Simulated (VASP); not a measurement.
# Zn2CdSe3 in VASP: a series of runs, part 2 of 2

VASP 6.6.1. The steps go on from the part before.

### Step 5. Single point, PBE

Input file INCAR:

```
SYSTEM = Zn2CdSe3
PREC     = Accurate       ! precision mode
ENCUT    = 520            ! plane-wave cutoff, eV
EDIFF    = 1E-7           ! SCF threshold, eV
ISMEAR   = 0              ! smearing method
SIGMA    = 0.02           ! smearing width, eV
LREAL    = .False.        ! projectors in reciprocal space
LASPH    = .True.         ! aspherical terms in the spheres
NELM     = 60             ! most SCF steps
ALGO     = Normal         ! electronic algorithm
ISIF     = 2              ! what is computed and relaxed
LWAVE    = .False.        ! write WAVECAR
LCHARG   = .False.        ! write CHGCAR
GGA      = PE             ! functional
NBANDS   = 66             ! bands
```

Input file KPOINTS:

```
regular mesh
0
Gamma
  6 6 2
  0 0 0
```

Input file POSCAR:

```
Zn2CdSe3
1.0
    4.1477626407      0.0000000000      0.0000000000
   -2.0738813204      3.5920678157      0.0000000000
    0.0000000000      0.0000000000     20.5821047637
Zn Cd Se
4 2 6
Direct
    0.0000000000      0.0000000000      0.1553878136
    0.0000000000      0.0000000000      0.8371782461
    0.6666666667      0.3333333333      0.6779200308
    0.6666666667      0.3333333333      0.9964768455
    0.0000000000      0.0000000000      0.5098128595
    0.6666666667      0.3333333333      0.3280476317
    0.0000000000      0.0000000000      0.2758422353
    0.0000000000      0.0000000000      0.6395485861
    0.0000000000      0.0000000000      0.9580879141
    0.6666666667      0.3333333333      0.1173816410
    0.6666666667      0.3333333333      0.4571899369
    0.6666666667      0.3333333333      0.7988482596
```

Potentials or basis: VASP PAW PBE potentials, release 64 (Zn, Cd, Se).

On the command line:

```
$ cat potpaw_PBE.64/Zn/POTCAR potpaw_PBE.64/Cd/POTCAR potpaw_PBE.64/Se/POTCAR > POTCAR
$ mpirun -np 1 vasp_std > vasp.out
```

OUTCAR:

```text
SYSTEM = Zn2CdSe3
   PREC = Accurate
   ENCUT = 520
   EDIFF = 1E-7
   ISMEAR = 0
   LREAL = .False.
   LASPH = .True.
   NELM = 60
   ISIF = 2
   GGA = PE

 ion  position               nearest neighbor table
   1  0.000  0.000  0.155-   7 2.48  10 2.52  10 2.52  10 2.52
   2  0.000  0.000  0.837-   9 2.49  12 2.52  12 2.52  12 2.52
   3  0.667  0.333  0.678-  12 2.49   8 2.52   8 2.52   8 2.52
   4  0.667  0.333  0.996-  10 2.49   9 2.52   9 2.52   9 2.52
   5  0.000  0.000  0.510-  11 2.63  11 2.63  11 2.63   8 2.67
   6  0.667  0.333  0.328-   7 2.62   7 2.62   7 2.62  11 2.66
   7  0.000  0.000  0.276-   1 2.48   6 2.62   6 2.62   6 2.62
   8  0.000  0.000  0.640-   3 2.52   3 2.52   3 2.52   5 2.67
   9  0.000  0.000  0.958-   2 2.49   4 2.52   4 2.52   4 2.52
  10  0.667  0.333  0.117-   4 2.49   1 2.52   1 2.52   1 2.52
  11  0.667  0.333  0.457-   5 2.63   5 2.63   5 2.63   6 2.66
  12  0.667  0.333  0.799-   3 2.49   2 2.52   2 2.52   2 2.52

  LATTYP: Found a hexagonal cell.
 ALAT       =     4.1477626407
 C/A-ratio  =     4.9622185613

  Lattice vectors:

 A1 = (   4.1477626407,   0.0000000000,   0.0000000000)
 A2 = (  -2.0738813204,   3.5920678157,   0.0000000000)
 A3 = (   0.0000000000,   0.0000000000,  20.5821047637)

Analysis of symmetry for initial positions (statically):
=====================================================================
 Subroutine PRICEL returns:
 Original cell was already a primitive cell.

 Routine SETGRP: Setting up the symmetry group for a
 hexagonal supercell.

 Subroutine GETGRP returns: Found  6 space group operations
 (whereof  6 operations were pure point group operations)
 out of a pool of 24 trial point group operations.

The static configuration has the point symmetry C_3v.

Analysis of symmetry for dynamics (positions and initial velocities):
=====================================================================
 Subroutine PRICEL returns:
 Original cell was already a primitive cell.

 Routine SETGRP: Setting up the symmetry group for a
 hexagonal supercell.

 Subroutine GETGRP returns: Found  6 space group operations
 (whereof  6 operations were pure point group operations)
 out of a pool of 24 trial point group operations.

The dynamic configuration has the point symmetry C_3v.

 Subroutine INISYM returns: Found  6 space group operations
 (whereof  6 operations are pure point group operations),
 and found     1 'primitive' translations

----------------------------------------------------------------------------------------

                                     Primitive cell

  volume of cell :     306.6537

  direct lattice vectors                    reciprocal lattice vectors
     4.147762641  0.000000000  0.000000000     0.241093835  0.139195590  0.000000000
    -2.073881320  3.592067816  0.000000000     0.000000000  0.278391181  0.000000000
     0.000000000  0.000000000 20.582104764     0.000000000  0.000000000  0.048585896

  length of vectors
     4.147762641  4.147762641 20.582104764     0.278391181  0.278391181  0.048585896

  position of ions in fractional coordinates (direct lattice)
     0.000000000  0.000000000  0.155387814
     0.000000000  0.000000000  0.837178246
     0.666666667  0.333333333  0.677920031
     0.666666667  0.333333333  0.996476845
     0.000000000  0.000000000  0.509812860
     0.666666667  0.333333333  0.328047632
     0.000000000  0.000000000  0.275842235
     0.000000000  0.000000000  0.639548586
[... 68 lines left out ...]
   NGX,Y,Z   is equivalent  to a cutoff of  12.83, 12.83, 12.92 a.u.
   NGXF,Y,Z  is equivalent  to a cutoff of  25.65, 25.65, 25.85 a.u.
 SYSTEM =  Zn2CdSe3
   PREC   = accura    normal or accurate (medium, high low for compatibility)
   ISTART =      0    job   : 0-new  1-cont  2-samecut
   ICHARG =      2    charge: 1-file 2-atom 10-const
   ISPIN  =      1    spin polarized calculation?
   LNONCOLLINEAR =      F non collinear calculations
   LSORBIT =      F    spin-orbit coupling
   LASPH  =      T    aspherical Exc in radial PAW
   ENCUT  =  520.0 eV  38.22 Ry    6.18 a.u.   7.71  7.71 38.27*2*pi/ulx,y,z
   NELM   =     60;   NELMIN=  2; NELMDL= -5     # of ELM steps
   EDIFF  = 0.1E-06   stopping-criterion for ELM
   LREAL  =      F    real-space projection
   EDIFFG = 0.1E-05   stopping-criterion for IOM
   NSW    =      0    number of steps for IOM
   IBRION =     -1    ionic relax: 0-MD 1-quasi-New 2-CG
   NFREE  =      0    steps in history (QN), initial steepest desc. (CG)
   ISIF   =      2    stress and relaxation
   ISYM   =      2    0-nonsym 1-usesym 2-fastsym
   POTIM  = 0.5000    time-step for ionic-motion
   TEBEG  =    0.0;   TEEND  =   0.0 temperature during run
   PSTRESS=    0.0 pullay stress
   NELECT =     108.0000    total number of electrons
   NUPDOWN=      -1.0000    fix difference up-down
   EMIN   =  10.00;   EMAX   =-10.00  energy-range for DOS
   EFERMI =   0.00;   METHOD = LEGACY
   ISMEAR =     0;   SIGMA  =   0.02  broadening in eV -4-tet -1-fermi 0-gaus
   EFERMI_NEDOS =   21; number of points for ismear=-14 and -15
   IALGO  =     38    algorithm
   IMIX   =      4    mixing-type and parameters
     AMIX     =   0.40;   BMIX     =  1.00
     AMIX_MAG =   1.60;   BMIX_MAG =  1.00
  volume/ion in A,a.u.               =      25.55       172.45
  Fermi-wavevector in a.u.,A,eV,Ry     =   1.156112  2.184735 18.185487  1.336596
  Thomas-Fermi vector in A             =   2.292735
   LORBIT       =      0    0 simple, 1 ext, 2 COOP (PROOUT), +10 PAW based schemes
   GGA     = PE    functional components
   LHFCALC =     F    Hartree Fock is set to
   AEXX    =    0.0000 exact exchange contribution
   IVDW    =     0    specifies the selected vdW correction
   LEPSILON=     F    determine dielectric tensor
   LRPA    =     F    only Hartree local field effects (RPA)
 non-spin polarized calculation
 Gauss-broadening in eV      SIGMA  =   0.02
  energy-cutoff  :      520.00
  volume of cell :      306.65
 maximum number of plane-waves:      8308
 NGX is ok and might be reduce to    32
   NGX = 15   NGY = 15   NGZ = 77

 number of electron     107.9999973 magnetization

 Free energy of the ion-electron system (eV)
  ---------------------------------------------------
  ext. energy  EPLUGINS =         0.00000000
  ---------------------------------------------------
  free energy    TOTEN  =       -34.81320698 eV

  energy without entropy =      -34.81320698  energy(sigma->0) =      -34.81320698

 E-fermi :   1.3424     XC(G=0):  -8.9782

 val. band max:        1.2403164151   @ k =   0.0000   0.0000   0.0000
 cond. band min:       1.9072311818   @ k =   0.0000   0.0000   0.0000
 fundamental gap:      0.6669147667
 Fermi energy:         1.3424357529

 k-point     1 :       0.0000    0.0000    0.0000
  band No.  band energies     occupation
      1     -11.8322      2.00000
      2     -11.6748      2.00000
      3     -11.5054      2.00000
      4     -11.2864      2.00000
      5     -11.2755      2.00000
      6     -11.0929      2.00000
[... 955 lines left out ...]
     65       7.3835      0.00000
     66       7.6036      0.00000

------------------------ aborting loop because EDIFF is reached ----------------------------------------

  FORCE on cell =-STRESS in cart. coord.  units (eV):
  Direction    XX          YY          ZZ          XY          YZ          ZX
  --------------------------------------------------------------------------------------
  -------------------------------------------------------------------------------------
  Total        0.4447236      0.4447236      0.4534713     -0.0000000      0.0000000      0.0000000
  in kB        2.3235530      2.3235530      2.3692571     -0.0000000      0.0000000      0.0000000
  external PRESSURE =       2.3387877 kB  Pullay stress =       0.0000000 kB

 VOLUME and BASIS-vectors are now :
 -----------------------------------------------------------------------------
  energy-cutoff  :      520.00
  volume of cell :      306.65
      direct lattice vectors                 reciprocal lattice vectors
     4.147762641  0.000000000  0.000000000     0.241093835  0.139195590  0.000000000
    -2.073881320  3.592067816  0.000000000     0.000000000  0.278391181  0.000000000
     0.000000000  0.000000000 20.582104764     0.000000000  0.000000000  0.048585896

 POSITION                                       TOTAL-FORCE (eV/Angst)
 -----------------------------------------------------------------------------------
      0.00000      0.00000      3.19821        -0.000000      0.000000     -0.000005
      0.00000      0.00000     17.23089        -0.000000     -0.000000      0.002365
      2.07388      1.19736     13.95302         0.000000      0.000000      0.002232
      2.07388      1.19736     20.50959         0.000000     -0.000000      0.002016
      0.00000      0.00000     10.49302        -0.000000      0.000000      0.008894
      2.07388      1.19736      6.75191         0.000000     -0.000000      0.002687
      0.00000      0.00000      5.67741        -0.000000     -0.000000     -0.021414
      0.00000      0.00000     13.16326        -0.000000      0.000000      0.010365
      0.00000      0.00000     19.71947        -0.000000     -0.000000     -0.002167
      2.07388      1.19736      2.41596        -0.000000     -0.000000     -0.001367
      2.07388      1.19736      9.40993        -0.000000     -0.000000     -0.000799
      2.07388      1.19736     16.44198        -0.000000     -0.000000     -0.002805
 -----------------------------------------------------------------------------------
    total drift:                               -0.000007      0.000001     -0.002252

  FREE ENERGIE OF THE ION-ELECTRON SYSTEM (eV)
  ---------------------------------------------------
  free  energy   TOTEN  =       -34.8132069752 eV

  energy  without entropy=      -34.8132069752  energy(sigma->0) =      -34.81320698
```

Wall time 10 min (1 thread of AMD EPYC 7R43 (Zen 3), shared host); peak memory 0.5 GiB.

Results:

```
Free energy            : -34.8132 eV
Pressure               : 0.2 GPa
Largest force          : 0.021 eV/Å
Band gap on the k mesh : 0.67 eV, direct
```

Forces in eV/Å, atoms in the order of the input:
```
Zn   0.000  0.000  0.000
Zn   0.000  0.000  0.002
Zn   0.000  0.000  0.002
Zn   0.000  0.000  0.002
Cd   0.000  0.000  0.009
Cd   0.000  0.000  0.003
Se   0.000  0.000 -0.021
Se   0.000  0.000  0.010
Se   0.000  0.000 -0.002
Se   0.000  0.000 -0.001
Se   0.000  0.000 -0.001
Se   0.000  0.000 -0.003
```

Levels at points of the mesh, in eV from the valence-band top:
```
           k point  band 50  band 51  band 52  band 53  band 54  band 55  band 56  band 57  band 58  band 59
(0.00, 0.00, 0.00)    -0.32    -0.30    -0.30     0.00     0.00     0.67     1.76     1.98     2.05     2.23
(0.50, 0.00, 0.00)    -1.42    -1.39    -1.27    -1.22    -0.79     2.39     2.48     2.77     2.90     3.13
(0.00, 0.00, 0.50)    -0.48    -0.27    -0.27     0.00     0.00     1.30     1.35     1.79     2.04     2.38
(0.50, 0.00, 0.50)    -1.56    -1.51    -1.42    -1.11    -0.80     2.56     2.66     2.73     2.78     2.87
```

As with any semilocal functional, this PBE gap is likely too small.

### Step 6. Overview

```csv
cell,k mesh,smearing,gap on the mesh (eV),pressure (GPa),largest force (eV/Å)
"a = 4.147, b = 4.148, c = 20.587 Å, angles 90.0, 90.0, 120.0°, 12 atoms",6 × 6 × 1,gaussian 0.1 eV,0.67,0.2,0.03
"a = 4.146, b = 4.146, c = 20.595 Å, angles 90.0, 90.0, 120.0°, 12 atoms",6 × 6 × 1,gaussian 0.1 eV,0.67,0.2,0.02
"a = 4.148, b = 4.148, c = 20.582 Å, angles 90.0, 90.0, 120.0°, 12 atoms",6 × 6 × 1,gaussian 0.1 eV,0.67,0.2,0.02
"a = 4.148, b = 4.148, c = 20.582 Å, angles 90.0, 90.0, 120.0°, 12 atoms",6 × 6 × 2,gaussian 0.02 eV,0.67,0.2,0.02
```

Alike in all rows: task single point; level PBE; potentials or basis VASP PAW PBE potentials, release 64 (Zn, Cd, Se); no spin polarisation; cutoff (eV) 520.

Total energies depend on the potentials used, so only differences within one code and one set of settings carry meaning.
